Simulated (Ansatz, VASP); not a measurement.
# Two plane-wave programs on BeH

```
CELL_PARAMETERS angstrom
2.38704 0.00000 0.00000
0.00000 3.99636 0.00000
0.00000 0.00000 4.97951
ATOMIC_POSITIONS crystal
Be 0.50000 0.24152 0.00000
Be 0.50000 0.75848 0.00000
H 0.50000 0.00000 0.78270
H 0.50000 0.00000 0.21730
```

Alike in both runs: task relaxation of cell and atoms; functional PBE; k mesh 12 × 8 × 6; occupations gaussian, width 0.02 eV; no spin polarisation.

```csv
,VASP,Ansatz
version,VASP 6.6.1,Ansatz 0.2.0
potentials or method,"VASP PAW PBE potentials, release 64 (Be, H), cutoff 600 eV","scalar-relativistic, plane waves, PAW"
valence electrons in the cell,6,6
```

|  | VASP | Ansatz | Ansatz less VASP |
| --- | --- | --- | --- |
| gap on the k mesh at the Fermi level, each at its own relaxed structure (eV) | 0.70 | 0.71 | +0.010 |
| relaxed volume (Å³/atom) | 12.32 | 12.63 | +0.314 |
| relaxed length of the cell vector where the two differ most in proportion (Å) | 5.172 | 5.304 | +0.1325 |
